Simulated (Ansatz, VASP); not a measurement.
## Two plane-wave programs on Ge2Sb2Te5

```
Ge Sb Te
1.0
     4.26400    0.00000    0.00000
    -2.13200    3.69273    0.00000
     0.00000    0.00000   17.48370
Ge Sb Te
2 2 5
Direct
  0.00000 0.00000 0.33147
  0.00000 0.00000 0.66853
  0.33333 0.66667 0.11216
  0.66667 0.33333 0.88784
  0.00000 0.00000 0.00000
  0.33333 0.66667 0.79136
  0.66667 0.33333 0.20864
  0.33333 0.66667 0.40975
  0.66667 0.33333 0.59025
```

Alike in both runs: task single point; functional PBE; k mesh 9 × 9 × 2; occupations gaussian, width 0.03 eV; no spin polarisation.

```csv
,VASP,Ansatz
version,VASP 6.6.1,Ansatz 0.2.0
potentials or method,"VASP PAW PBE potentials, release 64 (Ge_d, Sb, Te), cutoff 520 eV","scalar-relativistic, plane waves, PAW"
valence electrons in the cell,68,138
```

```tsv
	VASP	Ansatz	Ansatz less VASP
gap on the k mesh at the Fermi level (eV)	0.15	0.15	-0.001
least direct gap on the mesh (eV)	0.26	0.25	-0.008
pressure (GPa)	1.6	1.6	+0.02
traceless stress, the component that is largest in VASP (GPa)	0.69	0.70	+0.006
rms of the force components (eV/Å)	0.129	0.121	-0.0081
```

Atom by atom the forces differ by 0.009 eV/Å (rms over components). VASP's potentials hold 68 valence electrons a cell and Ansatz's 138, so a difference there can come from the potentials and not from the codes.

Spin-orbit coupling is off throughout.
